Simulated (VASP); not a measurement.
Write the native input for VASP 6.6.1 that does the following.

```yaml
Task: single point
Functional: LDA
Potentials_or_basis: VASP PAW LDA potentials, release 64 (C, H)
Cutoff: 520 eV
k_mesh: 1 × 1 × 1
Occupations: fermi-dirac, width 0.05 eV
Spin: no spin polarisation
Dipole_correction: no
Further_INCAR_settings: LREAL = Auto; ALGO = Normal; EDIFF = 1e-06; NBANDS = 58
```

The structure of H4C lies in POSCAR:

```
H4C
1.0
    8.2150030000      0.0000000000      0.0000000000
    0.0000000000      8.2150030000      0.0000000000
    0.0000000000      0.0000000000      8.2150030000
C H
8 32
Direct
    0.4745707336      0.2342543271     -0.0011320751
    0.8354592202      0.2112963318      0.8362382826
    0.1233840085      0.8922577387      0.1704320741
    0.5227021828      0.5595737457      0.7269626073
    0.3803163553      0.5344976746      0.2893729923
   -0.0741570027      0.2667801826      0.3551794199
    0.6739620180      0.9987701770      0.3634204394
    0.3290443108      0.1810102808      0.5367618247
    0.5566522617      0.1612780908      0.0610833617
    0.3451368186      0.2034448435      0.0284601235
    0.4819718264      0.2115276160     -0.1345952034
    0.4795007379      0.3644551317      0.0359099078
    0.9282893749      0.2906267959      0.8984050280
    0.8267434595      0.1029823118      0.8988310777
    0.8522577533      0.1952038240      0.7030307840
    0.7113083221      0.2609250417      0.8273155835
    0.2532439733      0.8525133831      0.2071088714
    0.0439561617      0.8846131888      0.2799755520
    0.1133414072      0.8061348243      0.0749117194
    0.1395373806      1.0121237935      0.1130005674
    0.6091659370      0.5513570719      0.6283746944
    0.4102615666      0.5129030385      0.6751671302
    0.5229943312      0.6661592211      0.7833472489
    0.5715396574      0.4917101065      0.8234202714
    0.4838220996      0.4961410239      0.3635786865
    0.2664271699      0.4969322592      0.3449785715
    0.4086547503      0.5084477754      0.1680948869
    0.3824709498      0.6626534403      0.3137430382
   -0.1621910546      0.2254046651      0.2607546218
   -0.1477053630      0.3463784493      0.4324891908
    0.0326232382      0.3229578857      0.2928179089
   -0.0381618850      0.1563967779      0.4283017304
    0.5882773263      1.0973946084      0.3591112505
    0.7968956311      0.9991353625      0.3081191815
    0.6172487095      0.8880215868      0.3427144214
    0.7053071070      1.0152400431      0.4897381048
    0.2457454976      0.2574679522      0.4458793259
    0.3721240272      0.0583444705      0.4946802819
    0.2685574187      0.1561411481      0.6519656779
    0.4500546135      0.2460376460      0.5458549437
```

One way to write it, as run:

INCAR

```
SYSTEM = H4C
PREC     = Accurate       ! precision mode
ENCUT    = 520            ! plane-wave cutoff, eV
EDIFF    = 1E-6           ! SCF threshold, eV
ISMEAR   = -1             ! smearing method
SIGMA    = 0.05           ! smearing width, eV
LREAL    = Auto         
LASPH    = .TRUE.         ! aspherical terms in the spheres
NELM     = 100            ! most SCF steps
ALGO     = Normal         ! electronic algorithm
ISIF     = 2              ! what is computed and relaxed
LWAVE    = .FALSE.        ! write WAVECAR
LCHARG   = .FALSE.        ! write CHGCAR
GGA      = CA             ! functional
NBANDS   = 58             ! bands
```

KPOINTS

```
Automatic mesh
0
G
  1 1 1
  0 0 0
```

Potentials or basis: VASP PAW LDA potentials, release 64 (C, H).

The run is started by

```sh
$ cat potpaw_LDA.64/C/POTCAR potpaw_LDA.64/H/POTCAR > POTCAR
$ mpirun -np 1 vasp_gam > vasp.out
```

Results of the run:

* Pressure: 1.2 GPa
* Largest force: 4.906 eV/Å
* Band gap on the k mesh: 6.35 eV

Caveat: the k points lie up to 0.76 Å⁻¹ apart.

It took 39 s on 1 thread of AMD EPYC 7R13 Processor (Zen 3), with other jobs on the host, peak memory 0.37 GiB.
